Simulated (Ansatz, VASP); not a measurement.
**Two plane-wave programs on Rh**

The input INCAR:

```
SYSTEM = Rh
  ALGO = Normal
  EDIFF = 1E-6
  ENCUT = 520
  GGA = PS
  ISIF = 2
  ISMEAR = 0
  LASPH = .True.
  LCHARG = .False.
  LREAL = .False.
  LWAVE = .False.
  NBANDS = 14
  NELM = 80
  PREC = Accurate
  SIGMA = 0.05
```

KPOINTS

```
k-points
0
Gamma
  18 18 18
  0 0 0
```

POSCAR

```
Rh
1.0
    0.0000000000      1.8899211165      1.8899211165
    1.8899211165      0.0000000000      1.8899211165
    1.8899211165      1.8899211165      0.0000000000
Rh
1
Direct
    0.0000000000      0.0000000000      0.0000000000
```

Input for Ansatz:

```yaml
crystal:
  lattice:
    - [0.0, 1.8899211165, 1.8899211165]
    - [1.8899211165, 0.0, 1.8899211165]
    - [1.8899211165, 1.8899211165, 0.0]
  atoms:
    - { symbol: Rh, position: [0.0, 0.0, 0.0] }
basis:
  ecutwfc: 420
  ecutrho_ratio: 4
kpoints:
  mp_grid: { grid: [18, 18, 18] }
hamiltonian:
  xc: pbesol
scf:
  occupations: { method: gaussian, width: 0.05 }
output:
  forces: true
  stress: true
  eigenvalues: true
```

Alike in both runs: task single point; functional PBEsol; k mesh 18 × 18 × 18; occupations gaussian, width 0.05 eV; no spin polarisation.

|  | VASP | Ansatz |
| --- | --- | --- |
| version | VASP 6.6.1 | Ansatz 0.2.0 |
| potentials or method | VASP PAW PBE potentials, release 64 (Rh_pv), cutoff 520 eV | scalar-relativistic, plane waves, PAW |
| valence electrons in the cell | 15 | 17 |

```csv
,VASP,Ansatz,Ansatz less VASP
pressure (GPa),-0.1,0.0,+0.09
```

VASP's potentials were made for PBE, not for PBEsol. With one functional, cell and mesh, what is left measures potentials, basis and numerics. VASP's potentials hold 15 valence electrons a cell and Ansatz's 17, so a difference there can come from the potentials and not from the codes.
